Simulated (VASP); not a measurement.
A run of VASP 6.6.1 is set up as follows.

File INCAR:

```
ALGO = Normal
EDIFF = 1E-6
ENCUT = 520
GGA = PS
ISIF = 2
ISMEAR = 1
LASPH = T
LCHARG = F
LREAL = F
LWAVE = F
NBANDS = 13
NELM = 60
PREC = Accurate
SIGMA = 0.1
```

KPOINTS

```
k-points
0
Gamma
  7 7 7
```

POSCAR

```
Al2O
1.0
    0.0000000000      2.8551642555      2.8551642555
    2.8551642555      0.0000000000      2.8551642555
    2.8551642555      2.8551642555      0.0000000000
Al O
2 1
Direct
    0.2500000000      0.2500000000      0.2500000000
    0.7500000000      0.7500000000      0.7500000000
    0.0000000000      0.0000000000      0.0000000000
```

Potentials or basis: VASP PAW PBE potentials, release 64 (Al, O).

Command:

```console
$ cat potpaw_PBE.64/Al/POTCAR potpaw_PBE.64/O/POTCAR > POTCAR
$ mpirun -np 1 vasp_std > vasp.out
```

Task: What does it give for the band gap on the k mesh?

Result: Zero (band 6 reaches 7.78 eV, above the bottom of band 7 at 6.06 eV).

Task: Predict the pressure.

Result: -3.1 GPa.

Caveat: the PAW data sets were made with another functional, which shifts forces and pressure a little.
